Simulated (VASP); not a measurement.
# Si (P6_3/mmc) in VASP: single point with PBEsol+D3(BJ)

Aim: the single point of Si with PBEsol+D3(BJ).

All numbers are computed with VASP 6.6.1; they aren't measurements. Logs are shortened: lines on timing, memory, paths and dates and some standing lists are left out, and cuts for length are marked.

## 1. The cell of the first run

Symmetry: P6_3/mmc, No. 194, hexagonal system. Conventional cell: a = 2.693 Å, b = 2.693 Å, c = 4.445 Å, α = 90.00°, β = 90.00°, γ = 120.00°. Si (site symmetry -6m2) has 12 Si at 2.69 to 2.71 Å within 3.6 Å.

This isn't the form of Si at room conditions, which is diamond.

## 2. Single point, PBEsol+D3(BJ)

INCAR reads:

```
SYSTEM = Si
PREC = Accurate
ENCUT = 520
EDIFF = 1E-6
ISMEAR = -1
SIGMA = 0.08
LREAL = .FALSE.
LASPH = .TRUE.
NELM = 100
ALGO = Normal
ISIF = 2
LWAVE = .FALSE.
LCHARG = .TRUE.
GGA = PS
IVDW = 12
LELF = .TRUE.
LVHAR = .TRUE.
NBANDS = 11
```

KPOINTS reads:

```
regular mesh
0
G
  26 26 14
  0 0 0
```

POSCAR reads:

```
Si
1.0
    2.6926476005      0.0000000000      0.0000000000
   -1.3463238003      2.3319012254      0.0000000000
    0.0000000000      0.0000000000      4.4453351810
Si
2
Direct
    0.3333333333      0.6666666667      0.2500000000
    0.6666666667      0.3333333333      0.7500000000
```

Potentials or basis: VASP PAW PBE potentials, release 64 (Si).

Started as:

```sh
$ cat potpaw_PBE.64/Si/POTCAR > POTCAR
$ mpirun -np 1 vasp_std > vasp.out
```

OUTCAR:

```text
SYSTEM = Si
   PREC = Accurate
   ENCUT = 520
   EDIFF = 1E-6
   ISMEAR = -1
   LREAL = .FALSE.
   LASPH = .TRUE.
   NELM = 100
   ISIF = 2
   GGA = PS
   IVDW = 12
 IVDW          = 12

 ion  position               nearest neighbor table
   1  0.333  0.667  0.250-   2 2.71   2 2.71   2 2.71   2 2.71   2 2.71   2 2.71
   2  0.667  0.333  0.750-   1 2.71   1 2.71   1 2.71   1 2.71   1 2.71   1 2.71

  LATTYP: Found a hexagonal cell.
 ALAT       =     2.6926476005
 C/A-ratio  =     1.6509160650

  Lattice vectors:

 A1 = (   2.6926476005,   0.0000000000,   0.0000000000)
 A2 = (  -1.3463238003,   2.3319012254,   0.0000000000)
 A3 = (   0.0000000000,   0.0000000000,   4.4453351810)

Analysis of symmetry for initial positions (statically):
=====================================================================
 Subroutine PRICEL returns:
 Original cell was already a primitive cell.

 Routine SETGRP: Setting up the symmetry group for a
 hexagonal supercell.

 Subroutine GETGRP returns: Found 24 space group operations
 (whereof 12 operations were pure point group operations)
 out of a pool of 24 trial point group operations.

The static configuration has the point symmetry D_3d.
 The point group associated with its full space group is D_6h.

Analysis of symmetry for dynamics (positions and initial velocities):
=====================================================================
 Subroutine PRICEL returns:
 Original cell was already a primitive cell.

 Routine SETGRP: Setting up the symmetry group for a
 hexagonal supercell.

 Subroutine GETGRP returns: Found 24 space group operations
 (whereof 12 operations were pure point group operations)
 out of a pool of 24 trial point group operations.

The dynamic configuration has the point symmetry D_3d.
 The point group associated with its full space group is D_6h.

 Subroutine INISYM returns: Found 24 space group operations
 (whereof 12 operations are pure point group operations),
 and found     1 'primitive' translations

----------------------------------------------------------------------------------------

                                     Primitive cell

  volume of cell :      27.9122

  direct lattice vectors                    reciprocal lattice vectors
     2.692647600  0.000000000  0.000000000     0.371381684  0.214417315  0.000000000
    -1.346323800  2.331901225  0.000000000     0.000000000  0.428834630  0.000000000
     0.000000000  0.000000000  4.445335181     0.000000000  0.000000000  0.224954915

  length of vectors
     2.692647600  2.692647600  4.445335181     0.428834630  0.428834630  0.224954915

  position of ions in fractional coordinates (direct lattice)
     0.333333333  0.666666667  0.250000000
     0.666666667  0.333333333  0.750000000

  ion indices of the primitive-cell ions
   primitive index   ion index
                 1           1
                 2           2

----------------------------------------------------------------------------------------

 KPOINTS: regular mesh

Automatic generation of k-mesh.
 Grid dimensions read from file:
 generate k-points for:   26   26   14

 Generating k-lattice:

  Cartesian coordinates                     Fractional coordinates (reciprocal lattice)
     0.014283911  0.008246820  0.000000000     0.038461538 -0.000000000  0.000000000
     0.000000000  0.016493640  0.000000000     0.000000000  0.038461538  0.000000000
     0.000000000  0.000000000  0.016068208     0.000000000  0.000000000  0.071428571

  Length of vectors
     0.016493640  0.016493640  0.016068208

  Shift w.r.t. Gamma in fractional coordinates (k-lattice)
     0.000000000  0.000000000  0.000000000

 Subroutine IBZKPT returns following result:
 ===========================================

 Found    560 irreducible k-points:

 Following reciprocal coordinates:
            Coordinates               Weight
  0.000000  0.000000  0.000000      1.000000
  0.038462 -0.000000  0.000000      6.000000
  0.076923 -0.000000  0.000000      6.000000
  0.115385 -0.000000  0.000000      6.000000
  0.153846  0.000000  0.000000      6.000000
  0.192308 -0.000000  0.000000      6.000000
[... 16 lines left out ...]
  0.346154  0.038462  0.000000     12.000000
  0.384615  0.038462  0.000000     12.000000
 [... further k-points ...]
   k-points           NKPTS =    560   k-points in BZ     NKDIM =    560   number of bands    NBANDS=     11
   number of dos      NEDOS =    301   number of ions     NIONS =      2
   total plane-waves  NPLWV =  14400
   dimension x,y,z NGX =    20 NGY =   20 NGZ =   36
   dimension x,y,z NGXF=    40 NGYF=   40 NGZF=   72
   ions per type =               2
   NGX,Y,Z   is equivalent  to a cutoff of  12.35, 12.35, 13.46 a.u.
   NGXF,Y,Z  is equivalent  to a cutoff of  24.70, 24.70, 26.93 a.u.
 SYSTEM =  Si
   PREC   = accura    normal or accurate (medium, high low for compatibility)
   ISTART =      0    job   : 0-new  1-cont  2-samecut
   ICHARG =      2    charge: 1-file 2-atom 10-const
   ISPIN  =      1    spin polarized calculation?
   LNONCOLLINEAR =      F non collinear calculations
   LSORBIT =      F    spin-orbit coupling
   LASPH  =      T    aspherical Exc in radial PAW
   ENCUT  =  520.0 eV  38.22 Ry    6.18 a.u.   5.01  5.01  8.27*2*pi/ulx,y,z
   NELM   =    100;   NELMIN=  2; NELMDL= -5     # of ELM steps
   EDIFF  = 0.1E-05   stopping-criterion for ELM
   LREAL  =      F    real-space projection
   EDIFFG = 0.1E-04   stopping-criterion for IOM
   NSW    =      0    number of steps for IOM
   IBRION =     -1    ionic relax: 0-MD 1-quasi-New 2-CG
   NFREE  =      0    steps in history (QN), initial steepest desc. (CG)
   ISIF   =      2    stress and relaxation
   ISYM   =      2    0-nonsym 1-usesym 2-fastsym
   POTIM  = 0.5000    time-step for ionic-motion
   TEBEG  =    0.0;   TEEND  =   0.0 temperature during run
   PSTRESS=    0.0 pullay stress
   NELECT =       8.0000    total number of electrons
   NUPDOWN=      -1.0000    fix difference up-down
   EMIN   =  10.00;   EMAX   =-10.00  energy-range for DOS
   EFERMI =   0.00;   METHOD = LEGACY
   ISMEAR =    -1;   SIGMA  =   0.08  broadening in eV -4-tet -1-fermi 0-gaus
   EFERMI_NEDOS =   21; number of points for ismear=-14 and -15
   IALGO  =     38    algorithm
   IMIX   =      4    mixing-type and parameters
     AMIX     =   0.40;   BMIX     =  1.00
     AMIX_MAG =   1.60;   BMIX_MAG =  1.00
  volume/ion in A,a.u.               =      13.96        94.18
  Fermi-wavevector in a.u.,A,eV,Ry     =   1.079378  2.039728 15.851552  1.165056
  Thomas-Fermi vector in A             =   2.215341
   LORBIT       =      0    0 simple, 1 ext, 2 COOP (PROOUT), +10 PAW based schemes
   GGA     = PS    functional components
   LHFCALC =     F    Hartree Fock is set to
   AEXX    =    0.0000 exact exchange contribution
   IVDW    =    12    specifies the selected vdW correction
   LEPSILON=     F    determine dielectric tensor
   LRPA    =     F    only Hartree local field effects (RPA)
 non-spin polarized calculation
  energy-cutoff  :      520.00
  volume of cell :       27.91
 maximum number of plane-waves:       769
 NGX is ok and might be reduce to    20
   NGX =  9   NGY =  9   NGZ = 17

 number of electron       8.0000000 magnetization

 Free energy of the ion-electron system (eV)
  ---------------------------------------------------
  ext. energy  EPLUGINS =         0.00000000
  ---------------------------------------------------
  free energy    TOTEN  =       -10.75227912 eV

  energy without entropy =      -10.73588982  energy(sigma->0) =      -10.74408447

 E-fermi :  10.5972     XC(G=0): -11.3919

 val. band max:       10.5939812392   @ k =   0.1923   0.1538   0.2857
 cond. band min:      10.5974133129   @ k =   0.4231   0.1538   0.3571
 fundamental gap:      0.0034320737
 Fermi energy:        10.5972338110

 k-point     1 :       0.0000    0.0000    0.0000
  band No.  band energies     occupation
      1      -4.1886      2.00000
      2       2.7387      2.00000
      3       3.3591      2.00000
      4      19.1818      0.00000
      5      19.1818      0.00000
      6      20.5537      0.00000
      7      20.5537      0.00000
      8      22.0596      0.00000
      9      22.0692      0.00000
     10      23.6205      0.00000
     11      24.6672      0.00000

 k-point     2 :       0.0385   -0.0000    0.0000
  band No.  band energies     occupation
      1      -4.1491      2.00000
      2       2.7777      2.00000
      3       3.3963      2.00000
      4      18.4695      0.00000
      5      18.7881      0.00000
      6      20.4571      0.00000
      7      20.9835      0.00000
      8      22.0220      0.00000
      9      22.4231      0.00000
     10      23.7787      0.00000
     11      24.1831      0.00000

 k-point     3 :       0.0769   -0.0000    0.0000
  band No.  band energies     occupation
      1      -4.0305      2.00000
      2       2.8946      2.00000
      3       3.5081      2.00000
      4      17.1024      0.00000
      5      18.1116      0.00000
      6      20.0633      0.00000
      7      21.7070      0.00000
      8      21.8623      0.00000
      9      22.6963      0.00000
     10      23.0210      0.00000
     11      23.7293      0.00000
[... 267 lines left out ...]
 k-point    23 :       0.3462    0.0385    0.0000
  band No.  band energies     occupation
      1      -0.6264      2.00000
      2       6.0912      2.00000
      3       6.5153      2.00000
      4       6.7143      2.00000
      5      12.9240      0.00000
      6      13.6288      0.00000
      7      13.8103      0.00000
      8      17.3914      0.00000
      9      19.4623      0.00000
     10      21.3805      0.00000
     11      23.6664      0.00000

 k-point    24 :       0.3846    0.0385    0.0000
  band No.  band energies     occupation
      1       0.1447      2.00000
      2       5.1448      2.00000
      3       7.0133      2.00000
      4       7.4274      2.00000
      5      11.7893      0.00000
      6      12.4974      0.00000
      7      13.5958      0.00000
      8      17.1801      0.00000
      9      19.2754      0.00000
     10      21.1617      0.00000
     11      23.5292      0.00000

 [... further k-points ...]

------------------------ aborting loop because EDIFF is reached ----------------------------------------

 Edisp (eV)   -0.77639

 E8    (eV) :    -0.4918

  FORCE on cell =-STRESS in cart. coord.  units (eV):
  Direction    XX          YY          ZZ          XY          YZ          ZX
  --------------------------------------------------------------------------------------
  -------------------------------------------------------------------------------------
  Total      -0.83166    -0.83166    -0.62275     0.00000    -0.00000    -0.00000
  in kB     -47.73803   -47.73803   -35.74612     0.00000    -0.00000    -0.00000
  external pressure =      -43.74 kB  Pullay stress =        0.00 kB

 VOLUME and BASIS-vectors are now :
 -----------------------------------------------------------------------------
  energy-cutoff  :      520.00
  volume of cell :       27.91
      direct lattice vectors                 reciprocal lattice vectors
     2.692647600  0.000000000  0.000000000     0.371381684  0.214417315  0.000000000
    -1.346323800  2.331901225  0.000000000     0.000000000  0.428834630  0.000000000
     0.000000000  0.000000000  4.445335181     0.000000000  0.000000000  0.224954915

 POSITION                                       TOTAL-FORCE (eV/Angst)
 -----------------------------------------------------------------------------------
     -0.00000      1.55460      1.11133        -0.000000      0.000000      0.000000
      1.34632      0.77730      3.33400         0.000000     -0.000000      0.000000
 -----------------------------------------------------------------------------------
    total drift:                                0.000000     -0.000000      0.000000

  FREE ENERGIE OF THE ION-ELECTRON SYSTEM (eV)
  ---------------------------------------------------
  free  energy   TOTEN  =       -11.5286734856 eV

  energy  without entropy=      -11.5122841890  energy(sigma->0) =      -11.52047884
```

Wall time 38 s (1 thread of Intel Xeon 6975P-C (Granite Rapids), shared host); peak memory 0.25 GiB.

Results:

| Item | Value |
| --- | --- |
| Free energy | -11.5287 eV |
| Pressure | -4.4 GPa |
| Band gap on the k mesh | zero (bands 4 and 5 overlap by 12.53 eV) |
| Dispersion energy per atom | -0.388 eV |

Levels at points of the mesh, in eV from the Fermi level:
```
           k point  band 2  band 3  band 4  band 5  band 6  band 7
(0.00, 0.00, 0.00)   -7.86   -7.24    8.58    8.58    9.96    9.96
(0.50, 0.00, 0.00)   -7.89   -1.67   -1.63   -1.23   -0.09    3.44
(0.00, 0.00, 0.50)  -12.96    1.11    1.11   10.00   10.00   10.00
(0.50, 0.00, 0.50)   -6.74   -6.11   -6.11    5.03    5.03    6.07
```

Caveat: three body term missing; the cell stands under tension; the PAW data sets were made with another functional, which shifts forces and pressure a little.
